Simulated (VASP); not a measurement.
# BN (Pm) in VASP: single point with LDA

Aim: the single point of BN with LDA.

Program: VASP 6.6.1. These are calculated values, not measurements. Logs are shortened: lines on timing, memory, paths and dates and some standing lists are left out, and cuts for length are marked.

**1. The cell of the first run**

The structure is monoclinic, space group Pm (No. 6). The conventional cell has a = 9.993 Å, b = 6.636 Å, c = 9.993 Å, α = 90.00°, β = 120.00°, γ = 90.00°. B (site symmetry m) has 3 N at 1.44 to 1.46 Å within 1.9 Å. Within 1.9 Å of B (site symmetry m) lie 3 N at 1.44 Å. B (site symmetry m) has 3 N at 1.44 Å within 1.9 Å. B (site symmetry m) has 3 N at 1.44 Å within 1.9 Å. B (site symmetry m) has 3 N at 1.44 Å within 1.9 Å. B (site symmetry m) has 3 N at 1.44 Å within 1.9 Å. B (site symmetry m) has 3 N at 1.44 Å within 1.9 Å. B (site symmetry m) has 3 N at 1.44 Å within 1.9 Å.

**2. Single point, LDA**

INCAR

```
  ALGO = Normal
  EDIFF = 1E-6
  ENCUT = 520
  ISIF = 2
  ISMEAR = 0
  LASPH = T
  LCHARG = F
  LREAL = Auto
  LUSENCCL = F
  LWAVE = F
  NBANDS = 166
  NELM = 100
  PREC = Accurate
  SIGMA = 0.01
```

KPOINTS

```
k-points
0
Gamma
  3 3 3
```

POSCAR

```
BN
1.0
    9.9929600000      0.0000000000      0.0000000000
   -4.9964800000      8.6541572192      0.0000000000
    0.0000000000      0.0000000000      6.6357000000
B N
32 32
Direct
    0.0833333330      0.1666666670      0.2500000000
    0.1666666670      0.0833333330      0.7500000000
    0.0833333330      0.4166666670      0.2500000000
    0.1666666670      0.3333333330      0.7500000000
    0.0833333330      0.6666666670      0.2500000000
    0.1666666670      0.5833333330      0.7500000000
    0.0833333330      0.9166666670      0.2500000000
    0.1666666670      0.8333333330      0.7500000000
    0.3333333330      0.1666666670      0.2500000000
    0.4166666670      0.0833333330      0.7500000000
    0.3333333330      0.4166666670      0.2500000000
    0.4166666670      0.3333333330      0.7500000000
    0.3333333330      0.6666666670      0.2500000000
    0.4166666670      0.5833333330      0.7500000000
    0.3333333330      0.9166666670      0.2500000000
    0.4166666670      0.8333333330      0.7500000000
    0.5833333330      0.1666666670      0.2500000000
    0.6666666670      0.0833333330      0.7500000000
    0.5833333330      0.4166666670      0.2500000000
    0.6666666670      0.3333333330      0.7500000000
    0.5833333330      0.6666666670      0.2500000000
    0.6666666670      0.5833333330      0.7500000000
    0.5833333330      0.9166666670      0.2500000000
    0.6666666670      0.8333333330      0.7500000000
    0.8333333330      0.1666666670      0.2500000000
    0.9166666670      0.0833333330      0.7500000000
    0.8333333330      0.4166666670      0.2500000000
    0.9166666670      0.3333333330      0.7500000000
    0.8333333330      0.6666666670      0.2500000000
    0.9166666670      0.5833333330      0.7500000000
    0.8333333330      0.9166666670      0.2500000000
    0.9166666670      0.8333333330      0.7500000000
    0.0833333330      0.1666666670      0.7500000000
    0.1681677230      0.0833333330      0.2500000000
    0.0833333330      0.4166666670      0.7500000000
    0.1666666670      0.3333333330      0.2500000000
    0.0833333330      0.6666666670      0.7500000000
    0.1666666670      0.5833333330      0.2500000000
    0.0833333330      0.9166666670      0.7500000000
    0.1666666670      0.8333333330      0.2500000000
    0.3333333330      0.1666666670      0.7500000000
    0.4166666670      0.0833333330      0.2500000000
    0.3333333330      0.4166666670      0.7500000000
    0.4166666670      0.3333333330      0.2500000000
    0.3333333330      0.6666666670      0.7500000000
    0.4166666670      0.5833333330      0.2500000000
    0.3333333330      0.9166666670      0.7500000000
    0.4166666670      0.8333333330      0.2500000000
    0.5833333330      0.1666666670      0.7500000000
    0.6666666670      0.0833333330      0.2500000000
    0.5833333330      0.4166666670      0.7500000000
    0.6666666670      0.3333333330      0.2500000000
    0.5833333330      0.6666666670      0.7500000000
    0.6666666670      0.5833333330      0.2500000000
    0.5833333330      0.9166666670      0.7500000000
    0.6666666670      0.8333333330      0.2500000000
    0.8333333330      0.1666666670      0.7500000000
    0.9166666670      0.0833333330      0.2500000000
    0.8333333330      0.4166666670      0.7500000000
    0.9166666670      0.3333333330      0.2500000000
    0.8333333330      0.6666666670      0.7500000000
    0.9166666670      0.5833333330      0.2500000000
    0.8333333330      0.9166666670      0.7500000000
    0.9166666670      0.8333333330      0.2500000000
```

Potentials or basis: VASP PAW LDA potentials, release 64 (B, N).

Launch:

```console
$ cat potpaw_LDA.64/B/POTCAR potpaw_LDA.64/N/POTCAR > POTCAR
$ mpirun -np 1 vasp_std > vasp.out
```

OUTCAR:

```text
EDIFF = 1E-6
   ENCUT = 520
   ISIF = 2
   ISMEAR = 0
   LASPH = T
   LREAL = Auto
   NELM = 100
   PREC = Accurate

 ion  position               nearest neighbor table
   1  0.083  0.167  0.250-  58 1.44  36 1.44  34 1.46
   2  0.167  0.083  0.750-  41 1.44  39 1.44  33 1.44
   3  0.083  0.417  0.250-  60 1.44  38 1.44  36 1.44
   4  0.167  0.333  0.750-  43 1.44  33 1.44  35 1.44
   5  0.083  0.667  0.250-  62 1.44  40 1.44  38 1.44
   6  0.167  0.583  0.750-  45 1.44  35 1.44  37 1.44
[... 56 lines left out ...]
  63  0.833  0.917  0.750-  24 1.44  26 1.44  32 1.44
  64  0.917  0.833  0.250-   7 1.44  29 1.44  31 1.44

  LATTYP: Found a hexagonal cell.
 ALAT       =     9.9929600000
 C/A-ratio  =     0.6640374824

  Lattice vectors:

 A1 = (   9.9929600000,   0.0000000000,   0.0000000000)
 A2 = (  -4.9964800000,   8.6541572192,   0.0000000000)
 A3 = (   0.0000000000,   0.0000000000,   6.6357000000)

Analysis of symmetry for initial positions (statically):
=====================================================================
 Subroutine PRICEL returns:
 Original cell was already a primitive cell.

 Routine SETGRP: Setting up the symmetry group for a
 hexagonal supercell.

 Subroutine GETGRP returns: Found  2 space group operations
 (whereof  1 operations were pure point group operations)
 out of a pool of 24 trial point group operations.

The static configuration has the point symmetry C_1 .
 The point group associated with its full space group is C_1h.

Analysis of symmetry for dynamics (positions and initial velocities):
=====================================================================
 Subroutine PRICEL returns:
 Original cell was already a primitive cell.

 Routine SETGRP: Setting up the symmetry group for a
 hexagonal supercell.

 Subroutine GETGRP returns: Found  2 space group operations
 (whereof  1 operations were pure point group operations)
 out of a pool of 24 trial point group operations.

The dynamic configuration has the point symmetry C_1 .
 The point group associated with its full space group is C_1h.

 Subroutine INISYM returns: Found  2 space group operations
 (whereof  1 operations are pure point group operations),
 and found     1 'primitive' translations

----------------------------------------------------------------------------------------

                                     Primitive cell

  volume of cell :     573.8596

  direct lattice vectors                    reciprocal lattice vectors
     9.992960000  0.000000000  0.000000000     0.100070450  0.057775701 -0.000000000
    -4.996480000  8.654157219  0.000000000     0.000000000  0.115551402  0.000000000
     0.000000000  0.000000000  6.635700000     0.000000000 -0.000000000  0.150700002

  length of vectors
     9.992960000  9.992960000  6.635700000     0.115551402  0.115551402  0.150700002

  position of ions in fractional coordinates (direct lattice)
     0.083333333  0.166666667  0.250000000
     0.166666667  0.083333333  0.750000000
     0.083333333  0.416666667  0.250000000
     0.166666667  0.333333333  0.750000000
     0.083333333  0.666666667  0.250000000
     0.166666667  0.583333333  0.750000000
[... 56 lines left out ...]
     0.833333333  0.916666667  0.750000000
     0.916666667  0.833333333  0.250000000

  ion indices of the primitive-cell ions
   primitive index   ion index
                 1           1
                 2           2
                 3           3
                 4           4
                 5           5
                 6           6
[... 56 lines left out ...]
                63          63
                64          64

----------------------------------------------------------------------------------------

 KPOINTS: k-points

Automatic generation of k-mesh.
 Grid dimensions read from file:
 generate k-points for:    3    3    3

 Generating k-lattice:

  Cartesian coordinates                     Fractional coordinates (reciprocal lattice)
     0.033356817  0.019258567 -0.000000000     0.333333333  0.000000000  0.000000000
     0.000000000  0.038517134  0.000000000     0.000000000  0.333333333  0.000000000
     0.000000000 -0.000000000  0.050233334     0.000000000  0.000000000  0.333333333

  Length of vectors
     0.038517134  0.038517134  0.050233334

  Shift w.r.t. Gamma in fractional coordinates (k-lattice)
     0.000000000  0.000000000  0.000000000

 Subroutine IBZKPT returns following result:
 ===========================================

 Found     10 irreducible k-points:

 Following reciprocal coordinates:
            Coordinates               Weight
  0.000000  0.000000  0.000000      1.000000
  0.333333  0.000000  0.000000      2.000000
  0.000000  0.333333  0.000000      2.000000
 -0.333333  0.333333  0.000000      2.000000
  0.333333  0.333333  0.000000      2.000000
  0.000000  0.000000  0.333333      2.000000
  0.333333  0.000000  0.333333      4.000000
  0.000000  0.333333  0.333333      4.000000
 -0.333333  0.333333  0.333333      4.000000
  0.333333  0.333333  0.333333      4.000000
   k-points           NKPTS =     10   k-points in BZ     NKDIM =     10   number of bands    NBANDS=    166
   number of dos      NEDOS =    301   number of ions     NIONS =     64
   total plane-waves  NPLWV = 320000
   dimension x,y,z NGX =    80 NGY =   80 NGZ =   50
   dimension x,y,z NGXF=   160 NGYF=  160 NGZF=  100
   ions per type =              32  32
   NGX,Y,Z   is equivalent  to a cutoff of  13.31, 13.31, 12.53 a.u.
   NGXF,Y,Z  is equivalent  to a cutoff of  26.62, 26.62, 25.05 a.u.
 SYSTEM =  unknown system
   PREC   = accura    normal or accurate (medium, high low for compatibility)
   ISTART =      0    job   : 0-new  1-cont  2-samecut
   ICHARG =      2    charge: 1-file 2-atom 10-const
   ISPIN  =      1    spin polarized calculation?
   LNONCOLLINEAR =      F non collinear calculations
   LSORBIT =      F    spin-orbit coupling
   LASPH  =      T    aspherical Exc in radial PAW
   ENCUT  =  520.0 eV  38.22 Ry    6.18 a.u.  18.58 18.58 12.34*2*pi/ulx,y,z
   NELM   =    100;   NELMIN=  2; NELMDL= -5     # of ELM steps
   EDIFF  = 0.1E-05   stopping-criterion for ELM
   LREAL  =      T    real-space projection
   EDIFFG = 0.1E-04   stopping-criterion for IOM
   NSW    =      0    number of steps for IOM
   IBRION =     -1    ionic relax: 0-MD 1-quasi-New 2-CG
   NFREE  =      0    steps in history (QN), initial steepest desc. (CG)
   ISIF   =      2    stress and relaxation
   ISYM   =      2    0-nonsym 1-usesym 2-fastsym
   POTIM  = 0.5000    time-step for ionic-motion
   TEBEG  =    0.0;   TEEND  =   0.0 temperature during run
   PSTRESS=    0.0 pullay stress
   NELECT =     256.0000    total number of electrons
   NUPDOWN=      -1.0000    fix difference up-down
   EMIN   =  10.00;   EMAX   =-10.00  energy-range for DOS
   EFERMI =   0.00;   METHOD = LEGACY
   ISMEAR =     0;   SIGMA  =   0.01  broadening in eV -4-tet -1-fermi 0-gaus
   EFERMI_NEDOS =   21; number of points for ismear=-14 and -15
   IALGO  =     38    algorithm
   IMIX   =      4    mixing-type and parameters
     AMIX     =   0.40;   BMIX     =  1.00
     AMIX_MAG =   1.60;   BMIX_MAG =  1.00
  volume/ion in A,a.u.               =       8.97        60.51
  Fermi-wavevector in a.u.,A,eV,Ry     =   1.250891  2.363842 21.289433  1.564729
  Thomas-Fermi vector in A             =   2.384864
   LORBIT       =      0    0 simple, 1 ext, 2 COOP (PROOUT), +10 PAW based schemes
   GGA     = CA    functional components
   LHFCALC =     F    Hartree Fock is set to
   AEXX    =    0.0000 exact exchange contribution
   IVDW    =     0    specifies the selected vdW correction
   LEPSILON=     F    determine dielectric tensor
   LRPA    =     F    only Hartree local field effects (RPA)
 non-spin polarized calculation
 Gauss-broadening in eV      SIGMA  =   0.01
  energy-cutoff  :      520.00
  volume of cell :      573.86
 maximum number of plane-waves:     15475
 NGX is ok and might be reduce to    80
   NGX = 37   NGY = 37   NGZ = 25

 number of electron     256.0000041 magnetization

 Free energy of the ion-electron system (eV)
  ---------------------------------------------------
  ext. energy  EPLUGINS =         0.00000000
  ---------------------------------------------------
  free energy    TOTEN  =      -617.24824943 eV

  energy without entropy =     -617.24824943  energy(sigma->0) =     -617.24824943

 E-fermi :   2.2819     XC(G=0): -10.5395

 val. band max:        2.1786138476   @ k =   0.3333   0.0000   0.0000
 cond. band min:       6.2656848320   @ k =   0.0000   0.0000   0.0000
 fundamental gap:      4.0870709844
 Fermi energy:         2.2818673578

 k-point     1 :       0.0000    0.0000    0.0000
  band No.  band energies     occupation
      1     -15.4492      2.00000
      2     -15.1329      2.00000
      3     -14.2672      2.00000
      4     -14.2667      2.00000
      5     -14.2640      2.00000
      6     -14.2639      2.00000
[... 132 lines left out ...]
    139       7.7165      0.00000
    140       7.7215      0.00000

 k-point     2 :       0.3333    0.0000    0.0000
  band No.  band energies     occupation
      1     -15.3123      2.00000
      2     -15.0011      2.00000
      3     -14.9088      2.00000
      4     -14.6128      2.00000
      5     -14.5171      2.00000
      6     -14.5157      2.00000
[... 1276 lines left out ...]
    139       8.0553      0.00000
    140       8.0563      0.00000
 [bands above 140 left out]

------------------------ aborting loop because EDIFF is reached ----------------------------------------

  FORCE on cell =-STRESS in cart. coord.  units (eV):
  Direction    XX          YY          ZZ          XY          YZ          ZX
  --------------------------------------------------------------------------------------
  -------------------------------------------------------------------------------------
  Total      -12.1401311    -12.1501140     -2.5128956      0.1935986      0.0000000      0.0000000
  in kB      -33.8944262    -33.9222976     -7.0158349      0.5405143      0.0000000      0.0000000
  external PRESSURE =     -24.9441862 kB  Pullay stress =       0.0000000 kB

 VOLUME and BASIS-vectors are now :
 -----------------------------------------------------------------------------
  energy-cutoff  :      520.00
  volume of cell :      573.86
      direct lattice vectors                 reciprocal lattice vectors
     9.992960000  0.000000000  0.000000000     0.100070450  0.057775701 -0.000000000
    -4.996480000  8.654157219  0.000000000     0.000000000  0.115551402  0.000000000
     0.000000000  0.000000000  6.635700000     0.000000000 -0.000000000  0.150700002

 POSITION                                       TOTAL-FORCE (eV/Angst)
 -----------------------------------------------------------------------------------
     -0.00000      1.44236      1.65892         0.267841     -0.084691      0.000000
      1.24912      0.72118      4.97677         0.006970      0.000067      0.000000
     -1.24912      3.60590      1.65892        -0.010231      0.008481      0.000000
      0.00000      2.88472      4.97677         0.001648      0.003083      0.000000
     -2.49824      5.76944      1.65892         0.004034      0.008617      0.000000
     -1.24912      5.04826      4.97677        -0.000088      0.002211      0.000000
[... 56 lines left out ...]
      3.74736      7.93298      4.97677         0.000202      0.001696      0.000000
      4.99648      7.21180      1.65892        -0.000890      0.047437      0.000000
 -----------------------------------------------------------------------------------
    total drift:                               -0.000149      0.000049      0.000000

  FREE ENERGIE OF THE ION-ELECTRON SYSTEM (eV)
  ---------------------------------------------------
  free  energy   TOTEN  =      -617.2482494337 eV

  energy  without entropy=     -617.2482494337  energy(sigma->0) =     -617.24824943
```

Wall time 2.8 min (1 × NVIDIA H100 80GB with 1 thread of Intel Xeon Platinum 8481C at 2.70GHz (Sapphire Rapids), shared host); peak memory 1.8 GiB.

What came out:

- Free energy: -617.2482 eV
- Pressure: -2.5 GPa
- Largest force: 0.825 eV/Å
- Band gap on the k mesh: 4.09 eV

Forces on the atoms (eV/Å):
```
B    0.268 -0.085  0.000
B    0.007  0.000  0.000
B   -0.010  0.008  0.000
B    0.002  0.003  0.000
B    0.004  0.009  0.000
B    0.000  0.002  0.000
B    0.119  0.001  0.000
B    0.003  0.001  0.000
B    0.290  0.100  0.000
B   -0.001  0.000  0.000
B    0.028  0.000  0.000
B    0.002 -0.003  0.000
B    0.001  0.005  0.000
B   -0.001  0.000  0.000
B   -0.007  0.020  0.000
B   -0.003  0.001  0.000
B   -0.018 -0.013  0.000
B   -0.004  0.000  0.000
B   -0.010 -0.009  0.000
B   -0.002 -0.002  0.000
B    0.001 -0.005  0.000
B    0.000 -0.002  0.000
B   -0.009  0.000  0.000
B   -0.003 -0.001  0.000
B   -0.018  0.012  0.000
B   -0.001  0.000  0.000
B   -0.010  0.000  0.000
B   -0.002  0.002  0.000
B    0.004 -0.009  0.000
B    0.001  0.000  0.000
B   -0.007 -0.020  0.000
B    0.003 -0.001  0.000
N   -0.002 -0.001  0.000
N   -0.824 -0.017  0.000
N    0.001 -0.002  0.000
N   -0.001 -0.039  0.000
N    0.000 -0.001  0.000
N    0.002 -0.009  0.000
N   -0.003  0.000  0.000
N   -0.001 -0.048  0.000
N   -0.002  0.001  0.000
N    0.075  0.004  0.000
N   -0.003  0.000  0.000
N   -0.001  0.039  0.000
N    0.000 -0.001  0.000
N   -0.002  0.000  0.000
N    0.000 -0.002  0.000
N    0.009 -0.006  0.000
N    0.002  0.001  0.000
N    0.019  0.000  0.000
N    0.001  0.002  0.000
N    0.009  0.006  0.000
N    0.000  0.001  0.000
N    0.002  0.010  0.000
N    0.002  0.000  0.000
N    0.009  0.006  0.000
N    0.002 -0.001  0.000
N    0.073 -0.004  0.000
N    0.002  0.000  0.000
N    0.009 -0.006  0.000
N    0.000  0.001  0.000
N   -0.002  0.000  0.000
N    0.000  0.002  0.000
N   -0.001  0.047  0.000
```

Stress tensor (GPa, compression positive):
```
-3.39  0.05  0.00
 0.05 -3.39  0.00
 0.00  0.00 -0.70
```

Levels at points of the mesh, in eV from the valence-band top:
```tsv
k point	band 125	band 126	band 127	band 128	band 129	band 130	band 131	band 132
(0.00, 0.00, 0.00)	-0.47	-0.43	-0.43	-0.43	4.09	4.09	4.09	4.94
```

Caveat: an odd mesh through Γ misses points on the zone boundary, where band edges can lie.
